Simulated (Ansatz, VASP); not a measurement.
# CaSi3Se4 in VASP and in Ansatz

INCAR

```
SYSTEM = CaSi3Se4
ALGO     = Normal         ! electronic algorithm
EDIFF    = 1E-6           ! SCF threshold, eV
ENCUT    = 520            ! plane-wave cutoff, eV
GGA      = PE             ! functional
ISIF     = 2              ! what is computed and relaxed
ISMEAR   = 0              ! smearing method
LASPH    = .True.         ! aspherical terms in the spheres
LCHARG   = .False.        ! write CHGCAR
LREAL    = .False.        ! projectors in reciprocal space
LWAVE    = .False.        ! write WAVECAR
NBANDS   = 33             ! bands
NELM     = 100            ! most SCF steps
PREC     = Accurate       ! precision mode
SIGMA    = 0.1            ! smearing width, eV
```

The input KPOINTS:

```
k-points
0
Gamma
  4 4 4
  0 0 0
```

The input POSCAR:

```
CaSi3Se4
1.0
    5.3090139700      0.0000000000      0.0000000000
    0.0000000000      5.3090139700      0.0000000000
    0.0000000000      0.0000000000      5.3090139700
Ca Si Se
1 3 4
Direct
    0.5000000000      0.5000000000      0.5000000000
    0.5000000000      0.0000000000      0.0000000000
    0.0000000000      0.5000000000      0.0000000000
    0.0000000000      0.0000000000      0.5000000000
    0.0000000000      0.5000000000      0.5000000000
    0.5000000000      0.0000000000      0.5000000000
    0.5000000000      0.5000000000      0.0000000000
    0.0000000000      0.0000000000      0.0000000000
```

Input for Ansatz:

```yaml
crystal:
  lattice:
    - [5.30901397, 0.0, 0.0]
    - [0.0, 5.30901397, 0.0]
    - [0.0, 0.0, 5.30901397]
  atoms:
    - { symbol: Ca, position: [0.5, 0.5, 0.5] }
    - { symbol: Si, position: [0.5, 0.0, 0.0] }
    - { symbol: Si, position: [0.0, 0.5, 0.0] }
    - { symbol: Si, position: [0.0, 0.0, 0.5] }
    - { symbol: Se, position: [0.0, 0.5, 0.5] }
    - { symbol: Se, position: [0.5, 0.0, 0.5] }
    - { symbol: Se, position: [0.5, 0.5, 0.0] }
    - { symbol: Se, position: [0.0, 0.0, 0.0] }
basis:
  ecutwfc: 420
kpoints:
  mp_grid: { grid: [4, 4, 4] }
hamiltonian:
  xc: pbe
scf:
  occupations: { method: gaussian, width: 0.1 }
  lower_state_search: "off"
output:
  forces: true
  stress: true
  eigenvalues: true
```

Alike in both runs: task single point; functional PBE; k mesh 4 × 4 × 4; occupations gaussian, width 0.1 eV; no spin polarisation.

|  | VASP | Ansatz |
| --- | --- | --- |
| version | VASP 6.6.1 | Ansatz 0.2.0 |
| potentials or method | VASP PAW PBE potentials, release 64 (Ca_sv, Si, Se), cutoff 520 eV | scalar-relativistic, plane waves, PAW |
| valence electrons in the cell | 46 | 86 |

Ansatz gave:

- gap on the k mesh at the Fermi level (eV): none
- pressure (GPa): 13.6

Question: What did VASP give for the same quantities?

Answer: gap on the k mesh at the Fermi level (eV): none; pressure (GPa): 13.8.

A gap of «none» marks a metal or a gap that the smearing closes. With one functional, cell and mesh, what is left measures potentials, basis and numerics. VASP's potentials hold 46 valence electrons a cell and Ansatz's 86, so a difference there can come from the potentials and not from the codes.
